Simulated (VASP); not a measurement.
# Pt (Immm) in VASP: further runs, part 2 of 2

VASP 6.6.1.

## (3) Single point, PBE (strain +0.0525 x Voigt [0, 0, 0, 1, 0, 0])

Contents of INCAR:

```
  ALGO = Normal
  EDIFF = 1E-6
  ENCUT = 520
  GGA = PE
  ISIF = 2
  ISMEAR = 0
  LASPH = True
  LCHARG = False
  LREAL = False
  LWAVE = False
  NBANDS = 11
  NELM = 80
  PREC = Accurate
  SIGMA = 0.15
```

Contents of KPOINTS:

```
k-points
0
Gamma
  10 10 10
```

Contents of POSCAR:

```
Pt
1.0
    0.0000000000      2.0092948750      2.0092948750
    1.9579000000      0.0513948750      1.9579000000
    1.9579000000      1.9579000000      0.0513948750
Pt
1
Direct
    0.0000000000      0.0000000000      0.0000000000
```

Potentials or basis: VASP PAW PBE potentials, release 64 (Pt).

Started as:

```bash
cat potpaw_PBE.64/Pt/POTCAR > POTCAR
mpirun -np 1 vasp_std > vasp.out
```

OUTCAR:

```text
EDIFF = 1E-6
   ENCUT = 520
   GGA = PE
   ISIF = 2
   ISMEAR = 0
   LASPH = True
   LREAL = False
   NELM = 80
   PREC = Accurate

 ion  position               nearest neighbor table
   1  0.000  0.000  0.000-

  LATTYP: Found a body centered orthorhombic cell.
 ALAT       =     2.6962054045
 B/A-ratio  =     1.0539152760
 C/A-ratio  =     1.4523374196

  Lattice vectors:

 A1 = (  -1.9579000000,   1.9579000000,   0.0513948750)
 A2 = (  -1.9579000000,  -1.9579000000,  -0.0513948750)
 A3 = (   1.9579000000,   0.0513948750,   1.9579000000)

Analysis of symmetry for initial positions (statically):
=====================================================================
 Subroutine PRICEL returns:
 Original cell was already a primitive cell.

 Routine SETGRP: Setting up the symmetry group for a
 body centered orthorhombic supercell.

 Subroutine GETGRP returns: Found  8 space group operations
 (whereof  8 operations were pure point group operations)
 out of a pool of  8 trial point group operations.

The static configuration has the point symmetry D_2h.

Analysis of symmetry for dynamics (positions and initial velocities):
[... 169 lines left out ...]
      3       7.4530      2.00000
      4       7.8797      2.00000
      5       9.7488      2.00000
      6       9.7772      2.00000
      7      25.9547      0.00000
      8      30.1623      0.00000
      9      31.0340      0.00000
     10      31.8767      0.00000
     11      36.3617      0.00000
[... 309 lines left out ...]
 k-point    24 :      -0.3000    0.2000   -0.0000
  band No.  band energies     occupation
      1       5.1792      2.00000
      2       6.9866      2.00000
      3       7.2432      2.00000
      4       8.4601      2.00000
      5       9.9103      2.00000
      6      13.2313      0.00000
      7      20.7018      0.00000
      8      25.9205      0.00000
      9      28.8200      0.00000
     10      32.5683      0.00000
     11      34.5319      0.00000

 [... further k-points ...]

------------------------ aborting loop because EDIFF is reached ----------------------------------------

  FORCE on cell =-STRESS in cart. coord.  units (eV):
  Direction    XX          YY          ZZ          XY          YZ          ZX
  --------------------------------------------------------------------------------------
  -------------------------------------------------------------------------------------
  Total        0.9714680      1.2087706      1.2087706      0.0000000     -0.4486925      0.0000000
  in kB      103.7616642    129.1077512    129.1077512      0.0000000    -47.9244597      0.0000000
  external PRESSURE =     120.6590555 kB  Pullay stress =       0.0000000 kB

 VOLUME and BASIS-vectors are now :
 -----------------------------------------------------------------------------
  energy-cutoff  :      520.00
  volume of cell :       15.00
      direct lattice vectors                 reciprocal lattice vectors
     0.000000000  2.009294875  2.009294875    -0.255375658  0.248843515  0.248843515
     1.957900000  0.051394875  1.957900000     0.255375658 -0.262259982  0.262259982
     1.957900000  1.957900000  0.051394875     0.255375658  0.262259982 -0.262259982

 POSITION                                       TOTAL-FORCE (eV/Angst)
 -----------------------------------------------------------------------------------
      0.00000      0.00000      0.00000         0.000000      0.000000      0.000000
 -----------------------------------------------------------------------------------
    total drift:                               -0.000000     -0.000000     -0.000000

  FREE ENERGIE OF THE ION-ELECTRON SYSTEM (eV)
  ---------------------------------------------------
  free  energy   TOTEN  =        -6.0580086085 eV

  energy  without entropy=       -6.0400764502  energy(sigma->0) =       -6.04904253
```

OSZICAR:

```text
N       E                     dE             d eps       ncg     rms          rms(c)
DAV:   1     0.401420053494E+02    0.40142E+02   -0.53999E+03  3866   0.848E+02
DAV:   2    -0.584399682686E+01   -0.45986E+02   -0.44129E+02  4289   0.177E+02
DAV:   3    -0.643099880601E+01   -0.58700E+00   -0.58277E+00  4382   0.191E+01
DAV:   4    -0.643328967450E+01   -0.22909E-02   -0.22907E-02  4332   0.140E+00
DAV:   5    -0.643330782304E+01   -0.18149E-04   -0.18147E-04  4403   0.115E-01    0.132E+01
DAV:   6    -0.610079589053E+01    0.33251E+00   -0.74372E-01  4077   0.688E+00    0.702E+00
DAV:   7    -0.606158029058E+01    0.39216E-01   -0.14242E-01  4326   0.294E+00    0.255E+00
DAV:   8    -0.605816824185E+01    0.34120E-02   -0.60427E-03  4125   0.674E-01    0.523E-01
DAV:   9    -0.605800466901E+01    0.16357E-03   -0.11197E-04  4248   0.951E-02    0.383E-02
DAV:  10    -0.605800866482E+01   -0.39958E-05   -0.35193E-06  4677   0.144E-02    0.364E-03
DAV:  11    -0.605800860845E+01    0.56371E-07   -0.45188E-08  2286   0.194E-03
   1 F= -.60580086E+01 E0= -.60490425E+01  d E =-.179322E-01
```

Wall time 14 s (1 thread of Intel Xeon Platinum 8375C at 2.90GHz (Ice Lake), shared host); peak memory 0.16 GiB.

Results:

```
Free energy            : -6.0580 eV
Pressure               : 12.1 GPa
Band gap on the k mesh : zero (band 5 reaches 11.94 eV, above the bottom of band 6 at 9.58 eV)
```

Stress tensor (GPa, compression positive):
```
10.38  0.00  0.00
 0.00 12.91 -4.79
 0.00 -4.79 12.91
```

Levels at points of the mesh, in eV from the Fermi level:
| k point | band 2 | band 3 | band 4 | band 5 | band 6 | band 7 | band 8 | band 9 |
| --- | --- | --- | --- | --- | --- | --- | --- | --- |
| (0.00, 0.00, 0.00) | -4.14 | -3.93 | -3.50 | -1.63 | -1.60 | 14.57 | 18.78 | 19.65 |
| (0.50, 0.00, 0.00) | -4.18 | -3.56 | -0.72 | -0.19 | 0.13 | 5.53 | 14.37 | 19.04 |
| (0.00, 0.50, 0.00) | -4.22 | -3.63 | -0.27 | -0.06 | 0.23 | 6.28 | 13.99 | 18.27 |
| (0.50, 0.50, 0.00) | -6.69 | -0.08 | 0.47 | 0.56 | 1.78 | 8.98 | 11.41 | 11.42 |
| (0.00, 0.50, 0.50) | -6.68 | 0.01 | 0.46 | 0.53 | 1.76 | 8.92 | 10.44 | 12.41 |

Caveat: the cell differs from its parent crystal (strain +0.0525 x Voigt [0, 0, 0, 1, 0, 0]); spin-orbit coupling is left out, which moves the levels of the heavy elements.

## (4) Single point, PBE (strain +0.0375 x Voigt [0, 0, 0, 1, 0, 0])

Contents of INCAR:

```
SYSTEM = Pt
PREC     = Accurate       ! precision mode
ENCUT    = 520            ! plane-wave cutoff, eV
EDIFF    = 1E-6           ! SCF threshold, eV
ISMEAR   = 0              ! smearing method
SIGMA    = 0.15           ! smearing width, eV
LREAL    = .FALSE.        ! projectors in reciprocal space
LASPH    = .TRUE.         ! aspherical terms in the spheres
NELM     = 60             ! most SCF steps
ALGO     = Fast           ! electronic algorithm
ISIF     = 2              ! what is computed and relaxed
LWAVE    = .FALSE.        ! write WAVECAR
LCHARG   = .FALSE.        ! write CHGCAR
GGA      = PE             ! functional
NBANDS   = 11             ! bands
```

Contents of KPOINTS:

```
regular mesh
0
G
  10 10 10
  0 0 0
```

Contents of POSCAR:

```
Pt
1.0
    0.0000000000      1.9946106250      1.9946106250
    1.9579000000      0.0367106250      1.9579000000
    1.9579000000      1.9579000000      0.0367106250
Pt
1
Direct
    0.0000000000      0.0000000000      0.0000000000
```

Started as:

```bash
cat potpaw_PBE.64/Pt/POTCAR > POTCAR
mpirun -np 1 vasp_std > vasp.out
```

It took 16 s on 1 thread of Intel Xeon Platinum 8375C at 2.90GHz (Ice Lake), shared host; peak memory 0.16 GiB.

It converged, with:

- Free energy: -6.0642 eV
- Pressure: 11.6 GPa
- Band gap on the k mesh: zero (band 5 reaches 11.90 eV, above the bottom of band 6 at 9.60 eV)

Stress tensor (GPa, compression positive):
```
10.75  0.00  0.00
 0.00 12.07 -3.41
 0.00 -3.41 12.07
```

Levels at points of the mesh, in eV from the Fermi level:
| k point | band 2 | band 3 | band 4 | band 5 | band 6 | band 7 | band 8 | band 9 |
| --- | --- | --- | --- | --- | --- | --- | --- | --- |
| (0.00, 0.00, 0.00) | -4.05 | -3.88 | -3.60 | -1.65 | -1.63 | 14.59 | 19.01 | 19.63 |
| (0.50, 0.00, 0.00) | -4.10 | -3.66 | -0.67 | -0.13 | 0.10 | 5.61 | 14.31 | 19.02 |
| (0.00, 0.50, 0.00) | -4.13 | -3.71 | -0.34 | -0.04 | 0.17 | 6.15 | 14.04 | 18.47 |
| (0.50, 0.50, 0.00) | -6.69 | -0.05 | 0.47 | 0.52 | 1.77 | 8.95 | 11.40 | 11.41 |
| (0.00, 0.50, 0.50) | -6.68 | 0.00 | 0.46 | 0.51 | 1.75 | 8.92 | 10.71 | 12.11 |

Caveat: the cell differs from its parent crystal (strain +0.0375 x Voigt [0, 0, 0, 1, 0, 0]); spin-orbit coupling is left out, which moves the levels of the heavy elements.

## (5) Single point, PBE (strain +0.0225 x Voigt [0, 0, 0, 1, 0, 0])

Contents of INCAR:

```
SYSTEM = Pt
PREC = Accurate
ENCUT = 520
EDIFF = 1E-6
ISMEAR = 0
SIGMA = 0.15
LREAL = .FALSE.
LASPH = .TRUE.
NELM = 100
ALGO = Normal
ISIF = 2
LWAVE = .FALSE.
LCHARG = .FALSE.
GGA = PE
NBANDS = 11
```

Contents of KPOINTS:

```
Automatic mesh
0
G
  10 10 10
  0 0 0
```

Contents of POSCAR:

```
Pt
1.0
    0.0000000000      1.9799263750      1.9799263750
    1.9579000000      0.0220263750      1.9579000000
    1.9579000000      1.9579000000      0.0220263750
Pt
1
Direct
    0.0000000000      0.0000000000      0.0000000000
```

Started as:

```bash
cat potpaw_PBE.64/Pt/POTCAR > POTCAR
mpirun -np 1 vasp_std > vasp.out
```

Run time: 15 s. Hardware: 1 thread of Intel Xeon Platinum 8375C at 2.90GHz (Ice Lake), shared host; peak memory 0.16 GiB.

It converged, with:

* Free energy: -6.0682 eV
* Pressure: 11.4 GPa
* Band gap on the k mesh: zero (band 5 reaches 11.88 eV, above the bottom of band 6 at 9.62 eV)

Stress tensor (GPa, compression positive):
```
11.04  0.00  0.00
 0.00 11.52 -2.05
 0.00 -2.05 11.52
```

Levels at points of the mesh, in eV from the Fermi level:
| k point | band 1 | band 2 | band 3 | band 4 | band 5 | band 6 | band 7 | band 8 | band 9 | band 10 |
| --- | --- | --- | --- | --- | --- | --- | --- | --- | --- | --- |
| (0.00, 0.00, 0.00) | -10.29 | -3.97 | -3.85 | -3.70 | -1.66 | -1.65 | 14.60 | 19.24 | 19.61 | 19.97 |
| (0.50, 0.00, 0.00) | -7.43 | -4.02 | -3.76 | -0.61 | -0.07 | 0.07 | 5.71 | 14.26 | 19.01 | 19.33 |
| (0.00, 0.50, 0.00) | -7.36 | -4.04 | -3.78 | -0.41 | -0.02 | 0.11 | 6.03 | 14.09 | 18.67 | 18.99 |
| (0.50, 0.50, 0.00) | -7.15 | -6.69 | -0.03 | 0.48 | 0.50 | 1.76 | 8.93 | 11.39 | 11.40 | 20.19 |
| (0.00, 0.50, 0.50) | -7.16 | -6.69 | -0.01 | 0.47 | 0.50 | 1.75 | 8.92 | 10.97 | 11.82 | 20.16 |

Caveat: the cell differs from its parent crystal (strain +0.0225 x Voigt [0, 0, 0, 1, 0, 0]); spin-orbit coupling is left out, which moves the levels of the heavy elements.

## (6) Single point, PBE (strain +0.0075 x Voigt [0, 0, 0, 1, 0, 0])

Contents of INCAR:

```
SYSTEM = Pt
  PREC = Accurate
  ENCUT = 520
  EDIFF = 1E-6
  ISMEAR = 0
  SIGMA = 0.15
  LREAL = .FALSE.
  LASPH = .TRUE.
  NELM = 60
  ALGO = Normal
  ISIF = 2
  LWAVE = .FALSE.
  LCHARG = .FALSE.
  GGA = PE
  NBANDS = 11
```

KPOINTS is that of step 5.

Contents of POSCAR:

```
Pt
1.0
    0.0000000000      1.9652421250      1.9652421250
    1.9579000000      0.0073421250      1.9579000000
    1.9579000000      1.9579000000      0.0073421250
Pt
1
Direct
    0.0000000000      0.0000000000      0.0000000000
```

Potentials or basis: VASP PAW PBE potentials, release 64 (Pt).

Started as:

```bash
cat potpaw_PBE.64/Pt/POTCAR > POTCAR
mpirun -np 1 vasp_std > vasp.out
```

Run time: 14 s. Hardware: 1 thread of Intel Xeon Platinum 8375C at 2.90GHz (Ice Lake), shared host; peak memory 0.16 GiB.

Results (log left out):

```yaml
Free_energy: -6.0703 eV
Pressure: 11.2 GPa
Band_gap_on_the_k_mesh: zero (band 5 reaches 11.86 eV, above the bottom of band 6 at 9.63 eV)
```

Stress tensor (GPa, compression positive):
```
11.18  0.00  0.00
 0.00 11.23 -0.68
 0.00 -0.68 11.23
```

Levels at points of the mesh, in eV from the Fermi level:
```tsv
k point	band 1	band 2	band 3	band 4	band 5	band 6	band 7	band 8	band 9	band 10
(0.00, 0.00, 0.00)	-10.29	-3.88	-3.84	-3.79	-1.66	-1.66	14.61	19.47	19.60	19.72
(0.50, 0.00, 0.00)	-7.40	-3.94	-3.86	-0.55	-0.01	0.04	5.81	14.20	19.00	19.11
(0.00, 0.50, 0.00)	-7.38	-3.95	-3.86	-0.48	0.01	0.05	5.92	14.14	18.89	18.99
(0.50, 0.50, 0.00)	-7.15	-6.69	-0.02	0.48	0.48	1.75	8.92	11.39	11.39	20.19
(0.00, 0.50, 0.50)	-7.15	-6.69	-0.01	0.48	0.49	1.75	8.91	11.25	11.53	20.18
```

Caveat: the cell differs from its parent crystal (strain +0.0075 x Voigt [0, 0, 0, 1, 0, 0]); spin-orbit coupling is left out, which moves the levels of the heavy elements.

## (7) The runs side by side

```csv
cell,gap on the mesh (eV),pressure (GPa)
"a = 2.790, b = 2.769, c = 2.769 Å, angles 59.5, 59.8, 59.8°, 1 atom",none,11.3
"a = 2.842, b = 2.769, c = 2.769 Å, angles 58.3, 59.1, 59.1°, 1 atom",none,12.1
"a = 2.821, b = 2.769, c = 2.769 Å, angles 58.8, 59.4, 59.4°, 1 atom",none,11.6
"a = 2.800, b = 2.769, c = 2.769 Å, angles 59.3, 59.6, 59.6°, 1 atom",none,11.4
"a = 2.779, b = 2.769, c = 2.769 Å, angles 59.8, 59.9, 59.9°, 1 atom",none,11.2
```

Alike in all rows: task single point; level PBE; potentials or basis VASP PAW PBE potentials, release 64 (Pt); no spin polarisation; k mesh 10 × 10 × 10; cutoff (eV) 520; smearing gaussian 0.15 eV.

Caveats: spin-orbit coupling is left out, which moves the levels of the heavy elements.

Total energies depend on the potentials used, so only differences within one code and one set of settings carry meaning.
